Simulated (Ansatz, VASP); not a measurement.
# FeSi in VASP and in Ansatz

```
Fe Si
1.0
     4.35696    0.00000    0.00000
     0.00000    4.35696    0.00000
     0.00000    0.00000    4.35696
Fe Si
4 4
Direct
  0.13854 0.13854 0.13854
  0.36146 0.86146 0.63854
  0.63854 0.36146 0.86146
  0.86146 0.63854 0.36146
  0.84187 0.84187 0.84187
  0.65813 0.15813 0.34187
  0.34187 0.65813 0.15813
  0.15813 0.34187 0.65813
```

Alike in both runs: functional PBE; k mesh 8 × 8 × 8; occupations gaussian, width 0.01 eV; no spin polarisation.

Ansatz relaxed the structure, and its values are those at the end. VASP's run is a single point on that final structure, the one shown.

```csv
,VASP,Ansatz
version,VASP 6.6.1,Ansatz 0.2.0
potentials or method,"VASP PAW PBE potentials, release 64 (Fe, Si), cutoff 520 eV","scalar-relativistic, all-electron LAPW"
```

```tsv
	VASP	Ansatz	Ansatz less VASP
gap on the k mesh at the Fermi level (eV)	0.16	0.16	+0.008
least direct gap on the mesh (eV)	0.17	0.18	+0.006
pressure (GPa)	15.9	15.7	-0.28
rms of the force components (eV/Å)	0.015	0.001	-0.0144
```

Ansatz ran all-electron here, and VASP with PAW potentials.
